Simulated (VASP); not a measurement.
# SiC (P6_3mc) in VASP: further runs

The runs below take SiC through single point, with PBE.

Everything below comes from runs of VASP 6.6.1. Logs are shortened: lines on timing, memory, paths and dates and some standing lists are left out, and cuts for length are marked.

### 1 The cell of the first run

Symmetry: P6_3mc, No. 186, hexagonal system. Conventional cell: a = 3.014 Å, b = 3.014 Å, c = 4.947 Å, α = 90.00°, β = 90.00°, γ = 120.00°. Si (site symmetry 3m) has 4 C at 1.85 to 1.86 Å within 2.4 Å. C (site symmetry 3m) has 4 Si at 1.85 to 1.86 Å within 2.4 Å.

### 2 Single point, PBE (strain -2.0%)

INCAR

```
SYSTEM = SiC
  PREC = Accurate
  ENCUT = 520
  EDIFF = 1E-7
  ISMEAR = -1
  SIGMA = 0.02
  LREAL = .FALSE.
  LASPH = .TRUE.
  NELM = 60
  ALGO = Normal
  ISIF = 2
  LWAVE = .FALSE.
  LCHARG = .TRUE.
  GGA = PE
  LELF = .TRUE.
  LVHAR = .TRUE.
  NBANDS = 16
```

KPOINTS

```
regular mesh
0
G
  12 12 6
  0 0 0
```

POSCAR

```
SiC
1.0
    3.0138491184      0.0000000000      0.0000000000
   -1.5069245592      2.6100698997      0.0000000000
    0.0000000000      0.0000000000      4.9471459332
Si C
2 2
Direct
    0.3333333333      0.6666666667     -0.0003531283
    0.6666666667      0.3333333333      0.4996468717
    0.3333333333      0.6666666667      0.3753531283
    0.6666666667      0.3333333333      0.8753531283
```

Potentials or basis: VASP PAW PBE potentials, release 64 (Si, C).

The run is started by

```bash
cat potpaw_PBE.64/Si/POTCAR potpaw_PBE.64/C/POTCAR > POTCAR
mpirun -np 1 vasp_std > vasp.out
```

OUTCAR:

```text
SYSTEM = SiC
   PREC = Accurate
   ENCUT = 520
   EDIFF = 1E-7
   ISMEAR = -1
   LREAL = .FALSE.
   LASPH = .TRUE.
   NELM = 60
   ISIF = 2
   GGA = PE

 ion  position               nearest neighbor table
   1  0.333  0.667  1.000-   4 1.85   4 1.85   4 1.85   3 1.86   2 3.02   2 3.02   2 3.02   2 3.02
                             2 3.02   2 3.02
   2  0.667  0.333  0.500-   3 1.85   3 1.85   3 1.85   4 1.86   1 3.02   1 3.02   1 3.02   1 3.02
                             1 3.02   1 3.02
   3  0.333  0.667  0.375-   2 1.85   2 1.85   2 1.85   1 1.86
   4  0.667  0.333  0.875-   1 1.85   1 1.85   1 1.85   2 1.86

  LATTYP: Found a hexagonal cell.
 ALAT       =     3.0138491184
 C/A-ratio  =     1.6414710023

  Lattice vectors:

 A1 = (   3.0138491184,   0.0000000000,   0.0000000000)
 A2 = (  -1.5069245592,   2.6100698997,   0.0000000000)
 A3 = (   0.0000000000,   0.0000000000,   4.9471459332)

Analysis of symmetry for initial positions (statically):
=====================================================================
 Subroutine PRICEL returns:
 Original cell was already a primitive cell.

 Routine SETGRP: Setting up the symmetry group for a
 hexagonal supercell.

 Subroutine GETGRP returns: Found 12 space group operations
 (whereof  6 operations were pure point group operations)
 out of a pool of 24 trial point group operations.

The static configuration has the point symmetry C_3v.
 The point group associated with its full space group is C_6v.

Analysis of symmetry for dynamics (positions and initial velocities):
=====================================================================
 Subroutine PRICEL returns:
 Original cell was already a primitive cell.

 Routine SETGRP: Setting up the symmetry group for a
 hexagonal supercell.

 Subroutine GETGRP returns: Found 12 space group operations
 (whereof  6 operations were pure point group operations)
 out of a pool of 24 trial point group operations.

The dynamic configuration has the point symmetry C_3v.
 The point group associated with its full space group is C_6v.

 Subroutine INISYM returns: Found 12 space group operations
 (whereof  6 operations are pure point group operations),
 and found     1 'primitive' translations

----------------------------------------------------------------------------------------

                                     Primitive cell

  volume of cell :      38.9160

  direct lattice vectors                    reciprocal lattice vectors
     3.013849118  0.000000000  0.000000000     0.331801613  0.191565751  0.000000000
    -1.506924559  2.610069900  0.000000000     0.000000000  0.383131502  0.000000000
     0.000000000  0.000000000  4.947145933     0.000000000  0.000000000  0.202136750

  length of vectors
     3.013849118  3.013849118  4.947145933     0.383131502  0.383131502  0.202136750

  position of ions in fractional coordinates (direct lattice)
     0.333333333  0.666666667  0.999646872
     0.666666667  0.333333333  0.499646872
     0.333333333  0.666666667  0.375353128
     0.666666667  0.333333333  0.875353128

  ion indices of the primitive-cell ions
   primitive index   ion index
                 1           1
                 2           2
                 3           3
                 4           4

----------------------------------------------------------------------------------------

 KPOINTS: regular mesh

Automatic generation of k-mesh.
 Grid dimensions read from file:
 generate k-points for:   12   12    6

 Generating k-lattice:

  Cartesian coordinates                     Fractional coordinates (reciprocal lattice)
     0.027650134  0.015963813  0.000000000     0.083333333  0.000000000  0.000000000
     0.000000000  0.031927625  0.000000000     0.000000000  0.083333333  0.000000000
     0.000000000  0.000000000  0.033689458     0.000000000  0.000000000  0.166666667

  Length of vectors
     0.031927625  0.031927625  0.033689458

  Shift w.r.t. Gamma in fractional coordinates (k-lattice)
     0.000000000  0.000000000  0.000000000

 Subroutine IBZKPT returns following result:
 ===========================================

 Found     76 irreducible k-points:

 Following reciprocal coordinates:
            Coordinates               Weight
  0.000000  0.000000  0.000000      1.000000
  0.083333 -0.000000  0.000000      6.000000
  0.166667 -0.000000  0.000000      6.000000
  0.250000 -0.000000  0.000000      6.000000
  0.333333 -0.000000  0.000000      6.000000
  0.416667 -0.000000  0.000000      6.000000
[... 16 lines left out ...]
  0.250000 -0.000000  0.166667     12.000000
  0.333333 -0.000000  0.166667     12.000000
 [... further k-points ...]
   k-points           NKPTS =     76   k-points in BZ     NKDIM =     76   number of bands    NBANDS=     16
   number of dos      NEDOS =    301   number of ions     NIONS =      4
   total plane-waves  NPLWV =  23040
   dimension x,y,z NGX =    24 NGY =   24 NGZ =   40
   dimension x,y,z NGXF=    48 NGYF=   48 NGZF=   80
   ions per type =               2   2
   NGX,Y,Z   is equivalent  to a cutoff of  13.24, 13.24, 13.44 a.u.
   NGXF,Y,Z  is equivalent  to a cutoff of  26.48, 26.48, 26.88 a.u.
 SYSTEM =  SiC
   PREC   = accura    normal or accurate (medium, high low for compatibility)
   ISTART =      0    job   : 0-new  1-cont  2-samecut
   ICHARG =      2    charge: 1-file 2-atom 10-const
   ISPIN  =      1    spin polarized calculation?
   LNONCOLLINEAR =      F non collinear calculations
   LSORBIT =      F    spin-orbit coupling
   LASPH  =      T    aspherical Exc in radial PAW
   ENCUT  =  520.0 eV  38.22 Ry    6.18 a.u.   5.60  5.60  9.20*2*pi/ulx,y,z
   NELM   =     60;   NELMIN=  2; NELMDL= -5     # of ELM steps
   EDIFF  = 0.1E-06   stopping-criterion for ELM
   LREAL  =      F    real-space projection
   EDIFFG = 0.1E-05   stopping-criterion for IOM
   NSW    =      0    number of steps for IOM
   IBRION =     -1    ionic relax: 0-MD 1-quasi-New 2-CG
   NFREE  =      0    steps in history (QN), initial steepest desc. (CG)
   ISIF   =      2    stress and relaxation
   ISYM   =      2    0-nonsym 1-usesym 2-fastsym
   POTIM  = 0.5000    time-step for ionic-motion
   TEBEG  =    0.0;   TEEND  =   0.0 temperature during run
   PSTRESS=    0.0 pullay stress
   NELECT =      16.0000    total number of electrons
   NUPDOWN=      -1.0000    fix difference up-down
   EMIN   =  10.00;   EMAX   =-10.00  energy-range for DOS
   EFERMI =   0.00;   METHOD = LEGACY
   ISMEAR =    -1;   SIGMA  =   0.02  broadening in eV -4-tet -1-fermi 0-gaus
   EFERMI_NEDOS =   21; number of points for ismear=-14 and -15
   IALGO  =     38    algorithm
   IMIX   =      4    mixing-type and parameters
     AMIX     =   0.40;   BMIX     =  1.00
     AMIX_MAG =   1.60;   BMIX_MAG =  1.00
  volume/ion in A,a.u.               =       9.73        65.65
  Fermi-wavevector in a.u.,A,eV,Ry     =   1.217322  2.300404 20.162095  1.481872
  Thomas-Fermi vector in A             =   2.352646
   LORBIT       =      0    0 simple, 1 ext, 2 COOP (PROOUT), +10 PAW based schemes
   GGA     = PE    functional components
[... 5 lines left out ...]
 non-spin polarized calculation
  energy-cutoff  :      520.00
  volume of cell :       38.92
 maximum number of plane-waves:      1099
 NGX is ok and might be reduce to    24
   NGX = 11   NGY = 11   NGZ = 19

 number of electron      15.9999999 magnetization

 Free energy of the ion-electron system (eV)
  ---------------------------------------------------
  ext. energy  EPLUGINS =         0.00000000
  ---------------------------------------------------
  free energy    TOTEN  =       -29.93847349 eV

  energy without entropy =      -29.93847349  energy(sigma->0) =      -29.93847349

 E-fermi :   9.4003     XC(G=0): -11.6185

 val. band max:        8.9688925702   @ k =   0.0000   0.0000   0.0000
 cond. band min:      11.1267976363   @ k =   0.3333   0.3333   0.0000
 fundamental gap:      2.1579050661
 Fermi energy:         9.4003005457

 k-point     1 :       0.0000    0.0000    0.0000
  band No.  band energies     occupation
      1      -7.0979      2.00000
      2      -3.2990      2.00000
      3      -0.0907      2.00000
      4       7.6253      2.00000
      5       7.6253      2.00000
      6       8.8489      2.00000
[... 8 lines left out ...]
     15      18.3628      0.00000
     16      20.6228      0.00000

 k-point     2 :       0.0833   -0.0000    0.0000
  band No.  band energies     occupation
      1      -6.9713      2.00000
      2      -3.1913      2.00000
      3       0.0283      2.00000
      4       6.9264      2.00000
      5       7.4017      2.00000
      6       8.5121      2.00000
[... 8 lines left out ...]
     15      18.6648      0.00000
     16      19.6094      0.00000

 k-point     3 :       0.1667   -0.0000    0.0000
  band No.  band energies     occupation
      1      -6.5949      2.00000
      2      -2.8773      2.00000
      3       0.3775      2.00000
      4       5.3847      2.00000
      5       6.8996      2.00000
      6       7.3951      2.00000
[... 8 lines left out ...]
     15      18.8958      0.00000
     16      19.2287      0.00000

 k-point     4 :       0.2500   -0.0000    0.0000
  band No.  band energies     occupation
      1      -5.9797      2.00000
      2      -2.3949      2.00000
      3       0.9194      2.00000
      4       3.6734      2.00000
      5       5.9846      2.00000
      6       6.3576      2.00000
[... 8 lines left out ...]
     15      19.4468      0.00000
     16      20.1225      0.00000

 k-point     5 :       0.3333   -0.0000    0.0000
  band No.  band energies     occupation
      1      -5.1528      2.00000
      2      -1.8720      2.00000
      3       1.3650      2.00000
      4       2.4288      2.00000
      5       4.5344      2.00000
      6       5.9107      2.00000
[... 8 lines left out ...]
     15      20.3706      0.00000
     16      21.7484      0.00000

 k-point     6 :       0.4167   -0.0000    0.0000
  band No.  band energies     occupation
      1      -4.1978      2.00000
      2      -1.7410      2.00000
      3       0.9785      2.00000
      4       2.7847      2.00000
      5       3.2710      2.00000
      6       5.6234      2.00000
[... 8 lines left out ...]
     15      20.6606      0.00000
     16      21.7185      0.00000
[... 267 lines left out ...]
 k-point    21 :       0.0833   -0.0000    0.1667
  band No.  band energies     occupation
      1      -6.8293      2.00000
      2      -3.7840      2.00000
      3       0.8446      2.00000
      4       7.0192      2.00000
      5       7.4857      2.00000
      6       7.9375      2.00000
[... 8 lines left out ...]
     15      18.3534      0.00000
     16      20.1865      0.00000

 k-point    22 :       0.1667   -0.0000    0.1667
  band No.  band energies     occupation
      1      -6.4540      2.00000
      2      -3.4506      2.00000
      3       1.1552      2.00000
      4       5.5093      2.00000
      5       6.9938      2.00000
      6       7.0048      2.00000
[... 8 lines left out ...]
     15      19.1317      0.00000
     16      19.6368      0.00000

 k-point    23 :       0.2500   -0.0000    0.1667
  band No.  band energies     occupation
      1      -5.8410      2.00000
      2      -2.9259      2.00000
      3       1.5756      2.00000
      4       3.8792      2.00000
      5       5.5803      2.00000
      6       6.4594      2.00000
[... 8 lines left out ...]
     15      20.1395      0.00000
     16      20.2697      0.00000

 k-point    24 :       0.3333   -0.0000    0.1667
  band No.  band energies     occupation
      1      -5.0182      2.00000
      2      -2.3019      2.00000
      3       1.4598      2.00000
      4       3.0746      2.00000
      5       4.0958      2.00000
      6       6.0169      2.00000
[... 8 lines left out ...]
     15      20.8747      0.00000
     16      21.5449      0.00000

 [... further k-points ...]

------------------------ aborting loop because EDIFF is reached ----------------------------------------

  FORCE on cell =-STRESS in cart. coord.  units (eV):
  Direction    XX          YY          ZZ          XY          YZ          ZX
  --------------------------------------------------------------------------------------
  -------------------------------------------------------------------------------------
  Total        4.6254402      4.6254402      4.5047016      0.0000000      0.0000000      0.0000000
  in kB      190.4299632    190.4299632    185.4591406      0.0000000      0.0000000      0.0000000
  external PRESSURE =     188.7730223 kB  Pullay stress =       0.0000000 kB

 VOLUME and BASIS-vectors are now :
 -----------------------------------------------------------------------------
  energy-cutoff  :      520.00
  volume of cell :       38.92
      direct lattice vectors                 reciprocal lattice vectors
     3.013849118  0.000000000  0.000000000     0.331801613  0.191565751  0.000000000
    -1.506924559  2.610069900  0.000000000     0.000000000  0.383131502  0.000000000
     0.000000000  0.000000000  4.947145933     0.000000000  0.000000000  0.202136750

 POSITION                                       TOTAL-FORCE (eV/Angst)
 -----------------------------------------------------------------------------------
     -0.00000      1.74005      4.94540         0.000000      0.000000      0.003524
      1.50692      0.87002      2.47183        -0.000000     -0.000000      0.003524
     -0.00000      1.74005      1.85693         0.000000     -0.000000     -0.003524
      1.50692      0.87002      4.33050        -0.000000      0.000000     -0.003524
 -----------------------------------------------------------------------------------
    total drift:                               -0.000000      0.000000     -0.000218

  FREE ENERGIE OF THE ION-ELECTRON SYSTEM (eV)
  ---------------------------------------------------
  free  energy   TOTEN  =       -29.9384734918 eV

  energy  without entropy=      -29.9384734918  energy(sigma->0) =      -29.93847349
```

Wall time 16 s (1 thread of Intel Xeon 6975P-C (Granite Rapids), shared host); peak memory 0.17 GiB.

What came out:

```
Free energy            : -29.9385 eV
Pressure               : 18.9 GPa
Largest force          : 0.004 eV/Å
Band gap on the k mesh : 2.16 eV, indirect (least direct gap 4.09 eV)
```

Forces on the atoms (eV/Å):
```
Si   0.000  0.000  0.004
Si   0.000  0.000  0.004
C    0.000  0.000 -0.004
C    0.000  0.000 -0.004
```

Caveat: the cell differs from its parent crystal (strain -2.0%). A k mesh can miss the band edges.

[end of part 1 of 2]
